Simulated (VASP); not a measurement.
# MgZrNb (a cell with a defect) in VASP: single point with PBEsol

Aim: the single point of MgZrNb (a cell with a defect) with PBEsol.

All numbers are computed with VASP 6.6.1; they aren't measurements. Logs are shortened: lines on timing, memory, paths and dates and some standing lists are left out, and cuts for length are marked.

**1. The cell of the first run**

The cell holds a defect, 3 atoms: a = 7.997 Å, b = 7.997 Å, c = 7.997 Å, α = 23.32°, β = 23.32°, γ = 23.32°.

**2. Single point, PBEsol**

The input, INCAR:

```
SYSTEM = MgZrNb
  PREC = Accurate
  ENCUT = 520
  EDIFF = 1E-6
  ISMEAR = -1
  SIGMA = 0.0816
  LREAL = .FALSE.
  LASPH = .TRUE.
  NELM = 60
  ALGO = Normal
  ISIF = 2
  LWAVE = .FALSE.
  LCHARG = .FALSE.
  GGA = PS
  NBANDS = 20
```

The input, KPOINTS:

```
regular mesh
0
G
  9 9 9
  0 0 0
```

The input, POSCAR:

```
MgZrNb
1.0
    1.6165239216      0.9333005213      7.7765134945
   -1.6165239216      0.9333005213      7.7765134945
    0.0000000000     -1.8666010426      7.7765134945
Mg Nb Zr
1 1 1
Direct
    0.0000000000      0.0000000000      0.0000000000
    0.2194267700      0.2194267700      0.2194267700
    0.7805732300      0.7805732300      0.7805732300
```

Potentials or basis: VASP PAW PBE potentials, release 64 (Mg, Nb_sv, Zr_sv).

Command:

```
$ cat potpaw_PBE.64/Mg/POTCAR potpaw_PBE.64/Nb_sv/POTCAR potpaw_PBE.64/Zr_sv/POTCAR > POTCAR
$ mpirun -np 1 vasp_std > vasp.out
```

OUTCAR:

```text
SYSTEM = MgZrNb
   PREC = Accurate
   ENCUT = 520
   EDIFF = 1E-6
   ISMEAR = -1
   LREAL = .FALSE.
   LASPH = .TRUE.
   NELM = 60
   ISIF = 2
   GGA = PS

 ion  position               nearest neighbor table
   1  0.000  0.000  0.000-   3 3.25   3 3.25   2 3.25   2 3.25   3 3.25   2 3.25
   2  0.219  0.219  0.219-   3 3.09   3 3.09   3 3.09   1 3.25   1 3.25   1 3.25
   3  0.781  0.781  0.781-   2 3.09   2 3.09   2 3.09   1 3.25   1 3.25   1 3.25

  LATTYP: Found a trigonal (rhomboedric) cell.
 ALAT       =     7.9973971755
 COS(alpha) =     0.9182859121

  Lattice vectors:

 A1 = (   1.6165239216,   0.9333005213,   7.7765134945)
 A2 = (  -1.6165239216,   0.9333005213,   7.7765134945)
 A3 = (   0.0000000000,  -1.8666010426,   7.7765134945)

Analysis of symmetry for initial positions (statically):
=====================================================================
 Subroutine PRICEL returns:
 Original cell was already a primitive cell.

 Routine SETGRP: Setting up the symmetry group for a
 trigonal (rhombohedral) supercell.

 Subroutine GETGRP returns: Found  6 space group operations
 (whereof  6 operations were pure point group operations)
 out of a pool of 12 trial point group operations.

The static configuration has the point symmetry C_3v.

Analysis of symmetry for dynamics (positions and initial velocities):
=====================================================================
 Subroutine PRICEL returns:
 Original cell was already a primitive cell.

 Routine SETGRP: Setting up the symmetry group for a
 trigonal (rhombohedral) supercell.

 Subroutine GETGRP returns: Found  6 space group operations
 (whereof  6 operations were pure point group operations)
 out of a pool of 12 trial point group operations.

The dynamic configuration has the point symmetry C_3v.

 Subroutine INISYM returns: Found  6 space group operations
 (whereof  6 operations are pure point group operations),
 and found     1 'primitive' translations

----------------------------------------------------------------------------------------

                                     Primitive cell

  volume of cell :      70.3947

  direct lattice vectors                    reciprocal lattice vectors
     1.616523922  0.933300521  7.776513494     0.309305661  0.178577707  0.042864110
    -1.616523922  0.933300521  7.776513494    -0.309305661  0.178577707  0.042864110
     0.000000000 -1.866601043  7.776513494     0.000000000 -0.357155413  0.042864110

  length of vectors
     7.997397175  7.997397175  7.997397175     0.359718391  0.359718391  0.359718391

  position of ions in fractional coordinates (direct lattice)
     0.000000000  0.000000000  0.000000000
     0.219426770  0.219426770  0.219426770
     0.780573230  0.780573230  0.780573230

  ion indices of the primitive-cell ions
   primitive index   ion index
                 1           1
                 2           2
                 3           3

----------------------------------------------------------------------------------------

 KPOINTS: regular mesh

Automatic generation of k-mesh.
 Grid dimensions read from file:
 generate k-points for:    9    9    9

 Generating k-lattice:

  Cartesian coordinates                     Fractional coordinates (reciprocal lattice)
     0.034367296  0.019841967  0.004762679     0.111111111  0.000000000  0.000000000
    -0.034367296  0.019841967  0.004762679     0.000000000  0.111111111  0.000000000
     0.000000000 -0.039683935  0.004762679     0.000000000  0.000000000  0.111111111

  Length of vectors
     0.039968710  0.039968710  0.039968710

  Shift w.r.t. Gamma in fractional coordinates (k-lattice)
     0.000000000  0.000000000  0.000000000

 Subroutine IBZKPT returns following result:
 ===========================================

 Found     85 irreducible k-points:

 Following reciprocal coordinates:
            Coordinates               Weight
  0.000000  0.000000  0.000000      1.000000
  0.111111 -0.000000  0.000000      6.000000
  0.222222 -0.000000  0.000000      6.000000
  0.333333 -0.000000  0.000000      6.000000
  0.444444 -0.000000  0.000000      6.000000
  0.111111  0.111111  0.000000      6.000000
[... 16 lines left out ...]
 -0.333333  0.333333  0.000000      6.000000
  0.444444  0.444444 -0.000000      6.000000
 [... further k-points ...]
   k-points           NKPTS =     85   k-points in BZ     NKDIM =     85   number of bands    NBANDS=     20
   number of dos      NEDOS =    301   number of ions     NIONS =      3
   total plane-waves  NPLWV = 216000
   dimension x,y,z NGX =    60 NGY =   60 NGZ =   60
   dimension x,y,z NGXF=   120 NGYF=  120 NGZF=  120
   ions per type =               1   1   1
   NGX,Y,Z   is equivalent  to a cutoff of  12.47, 12.47, 12.47 a.u.
   NGXF,Y,Z  is equivalent  to a cutoff of  24.95, 24.95, 24.95 a.u.
 SYSTEM =  MgZrNb
   PREC   = accura    normal or accurate (medium, high low for compatibility)
   ISTART =      0    job   : 0-new  1-cont  2-samecut
   ICHARG =      2    charge: 1-file 2-atom 10-const
   ISPIN  =      1    spin polarized calculation?
   LNONCOLLINEAR =      F non collinear calculations
   LSORBIT =      F    spin-orbit coupling
   LASPH  =      T    aspherical Exc in radial PAW
   ENCUT  =  520.0 eV  38.22 Ry    6.18 a.u.  14.87 14.87 14.87*2*pi/ulx,y,z
   NELM   =     60;   NELMIN=  2; NELMDL= -5     # of ELM steps
   EDIFF  = 0.1E-05   stopping-criterion for ELM
   LREAL  =      F    real-space projection
   EDIFFG = 0.1E-04   stopping-criterion for IOM
   NSW    =      0    number of steps for IOM
   IBRION =     -1    ionic relax: 0-MD 1-quasi-New 2-CG
   NFREE  =      0    steps in history (QN), initial steepest desc. (CG)
   ISIF   =      2    stress and relaxation
   ISYM   =      2    0-nonsym 1-usesym 2-fastsym
   POTIM  = 0.5000    time-step for ionic-motion
   TEBEG  =    0.0;   TEEND  =   0.0 temperature during run
   PSTRESS=    0.0 pullay stress
   NELECT =      27.0000    total number of electrons
   NUPDOWN=      -1.0000    fix difference up-down
   EMIN   =  10.00;   EMAX   =-10.00  energy-range for DOS
   EFERMI =   0.00;   METHOD = LEGACY
   ISMEAR =    -1;   SIGMA  =   0.08  broadening in eV -4-tet -1-fermi 0-gaus
   EFERMI_NEDOS =   21; number of points for ismear=-14 and -15
   IALGO  =     38    algorithm
   IMIX   =      4    mixing-type and parameters
     AMIX     =   0.40;   BMIX     =  1.00
     AMIX_MAG =   1.60;   BMIX_MAG =  1.00
  volume/ion in A,a.u.               =      23.46       158.35
  Fermi-wavevector in a.u.,A,eV,Ry     =   1.189459  2.247752 19.249696  1.414813
  Thomas-Fermi vector in A             =   2.325566
   LORBIT       =      0    0 simple, 1 ext, 2 COOP (PROOUT), +10 PAW based schemes
   GGA     = PS    functional components
   LHFCALC =     F    Hartree Fock is set to
   AEXX    =    0.0000 exact exchange contribution
   IVDW    =     0    specifies the selected vdW correction
   LEPSILON=     F    determine dielectric tensor
   LRPA    =     F    only Hartree local field effects (RPA)
 non-spin polarized calculation
  energy-cutoff  :      520.00
  volume of cell :       70.39
 maximum number of plane-waves:      1926
   NGX = 29   NGY = 29   NGZ = 29

 number of electron      27.0000000 magnetization

 Free energy of the ion-electron system (eV)
  ---------------------------------------------------
  ext. energy  EPLUGINS =         0.00000000
  ---------------------------------------------------
  free energy    TOTEN  =       -20.63569733 eV

  energy without entropy =      -20.54093677  energy(sigma->0) =      -20.58831705

 E-fermi :   6.3979     XC(G=0): -10.3188

 val. band max:        6.3970059823   @ k =  -0.1111   0.3333   0.1111
 cond. band min:       6.4027388409   @ k =   0.3333   0.2222   0.2222
 fundamental gap:      0.0057328586
 Fermi energy:         6.3979363714

 k-point     1 :       0.0000    0.0000    0.0000
  band No.  band energies     occupation
      1     -48.6655      2.00000
      2     -42.4449      2.00000
      3     -24.8082      2.00000
      4     -24.4248      2.00000
      5     -24.4248      2.00000
      6     -20.5489      2.00000
[... 12 lines left out ...]
     19       8.5479      0.00000
     20      10.0453      0.00000

 k-point     2 :       0.1111   -0.0000    0.0000
  band No.  band energies     occupation
      1     -48.6601      2.00000
      2     -42.4352      2.00000
      3     -24.8007      2.00000
      4     -24.4746      2.00000
      5     -24.4365      2.00000
      6     -20.5377      2.00000
[... 12 lines left out ...]
     19       8.5460      0.00000
     20       9.8717      0.00000

 k-point     3 :       0.2222   -0.0000    0.0000
  band No.  band energies     occupation
      1     -48.6464      2.00000
      2     -42.4106      2.00000
      3     -24.7817      2.00000
      4     -24.5988      2.00000
      5     -24.4660      2.00000
      6     -20.5095      2.00000
[... 12 lines left out ...]
     19       8.9451      0.00000
     20       9.8375      0.00000

 k-point     4 :       0.3333   -0.0000    0.0000
  band No.  band energies     occupation
      1     -48.6308      2.00000
      2     -42.3825      2.00000
      3     -24.7605      2.00000
      4     -24.7369      2.00000
      5     -24.4993      2.00000
      6     -20.6137      2.00000
[... 12 lines left out ...]
     19       9.6502      0.00000
     20      10.1533      0.00000

 k-point     5 :       0.4444   -0.0000    0.0000
  band No.  band energies     occupation
      1     -48.6206      2.00000
      2     -42.3640      2.00000
      3     -24.8264      2.00000
      4     -24.7458      2.00000
      5     -24.5208      2.00000
      6     -20.7548      2.00000
[... 12 lines left out ...]
     19       9.8087      0.00000
     20      10.4405      0.00000
[... 353 lines left out ...]
      6     -20.6846      2.00000
[... 12 lines left out ...]
     19       9.7865      0.00000
     20      10.1734      0.00000

 k-point    22 :      -0.4444    0.3333   -0.0000
  band No.  band energies     occupation
      1     -48.6161      2.00000
      2     -42.3559      2.00000
      3     -24.7758      2.00000
      4     -24.7395      2.00000
      5     -24.6235      2.00000
      6     -20.6737      2.00000
[... 12 lines left out ...]
     19      10.0178      0.00000
     20      10.2096      0.00000

 k-point    23 :      -0.3333    0.3333    0.0000
  band No.  band energies     occupation
      1     -48.6134      2.00000
      2     -42.3510      2.00000
      3     -24.7357      2.00000
      4     -24.7176      2.00000
      5     -24.7124      2.00000
      6     -20.5769      2.00000
[... 12 lines left out ...]
     19       9.9600      0.00000
     20      10.4325      0.00000

 k-point    24 :       0.4444    0.4444   -0.0000
  band No.  band energies     occupation
      1     -48.6206      2.00000
      2     -42.3640      2.00000
      3     -24.8264      2.00000
      4     -24.7458      2.00000
      5     -24.5208      2.00000
      6     -20.7548      2.00000
[... 12 lines left out ...]
     19       9.8333      0.00000
     20      10.8153      0.00000

 [... further k-points ...]
[... 5 lines left out ...]
  --------------------------------------------------------------------------------------
  -------------------------------------------------------------------------------------
  Total       -5.0114472     -5.0114472     -3.4336529      0.0000000      0.0000000      0.0000000
  in kB     -114.0601434   -114.0601434    -78.1496707      0.0000000      0.0000000      0.0000000
  external PRESSURE =    -102.0899858 kB  Pullay stress =       0.0000000 kB

 VOLUME and BASIS-vectors are now :
 -----------------------------------------------------------------------------
  energy-cutoff  :      520.00
  volume of cell :       70.39
      direct lattice vectors                 reciprocal lattice vectors
     1.616523922  0.933300521  7.776513494     0.309305661  0.178577707  0.042864110
    -1.616523922  0.933300521  7.776513494    -0.309305661  0.178577707  0.042864110
     0.000000000 -1.866601043  7.776513494     0.000000000 -0.357155413  0.042864110

 POSITION                                       TOTAL-FORCE (eV/Angst)
 -----------------------------------------------------------------------------------
      0.00000      0.00000      0.00000         0.000000     -0.000000     -0.435972
      0.00000      0.00000      5.11913         0.000000     -0.000000     -0.169046
      0.00000      0.00000     18.21041         0.000000      0.000000      0.605018
 -----------------------------------------------------------------------------------
    total drift:                               -0.000000     -0.000000      0.000119

  FREE ENERGIE OF THE ION-ELECTRON SYSTEM (eV)
  ---------------------------------------------------
  free  energy   TOTEN  =       -20.6356973260 eV

  energy  without entropy=      -20.5409367702  energy(sigma->0) =      -20.58831705
```

It took 7.7 min on 1 thread of Intel Xeon Platinum 8488C (Sapphire Rapids), shared host; peak memory 0.56 GiB.

What came out:

* Free energy: -20.6357 eV
* Pressure: -10.2 GPa
* Largest force: 0.605 eV/Å

Forces in eV/Å, atoms in the order of the input:
```
Mg   0.000  0.000 -0.436
Nb   0.000  0.000 -0.169
Zr   0.000  0.000  0.605
```

Stress tensor (GPa, compression positive):
```
-11.41   0.00   0.00
  0.00 -11.41   0.00
  0.00   0.00  -7.81
```

Caveat: the PAW data sets were made with another functional, which shifts forces and pressure a little.
